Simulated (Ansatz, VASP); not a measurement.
Two plane-wave programs on V3NiMo

```
V Ni Mo
1.0
     4.43906    0.00000    0.00000
     0.00000    4.43906    0.00000
     0.00000    0.00000    4.43906
V Ni Mo
3 1 1
Direct
  0.00000 0.50000 0.50000
  0.50000 0.00000 0.50000
  0.50000 0.50000 0.00000
  0.00000 0.00000 0.00000
  0.50000 0.50000 0.50000
```

Alike in both runs: task relaxation of cell and atoms; functional PBE; k mesh 8 × 8 × 8; occupations gaussian, width 0.1 eV; no spin polarisation.

```csv
,VASP,Ansatz
version,VASP 6.6.1,Ansatz 0.2.0
potentials or method,"VASP PAW PBE potentials, release 64 (V_sv, Ni, Mo_sv), cutoff 600 eV","scalar-relativistic, plane waves, PAW"
valence electrons in the cell,63,71
```

```tsv
	VASP	Ansatz	Ansatz less VASP
gap on the k mesh at the Fermi level, each at its own relaxed structure (eV)	none	none	-
relaxed volume (Å³/atom)	17.83	17.69	-0.132
relaxed cell length with the largest relative difference (Å)	4.467	4.456	-0.0111
```

A gap of «none» marks a metal or a gap that the smearing closes. VASP's potentials hold 63 valence electrons a cell and Ansatz's 71, so a difference there can come from the potentials and not from the codes.
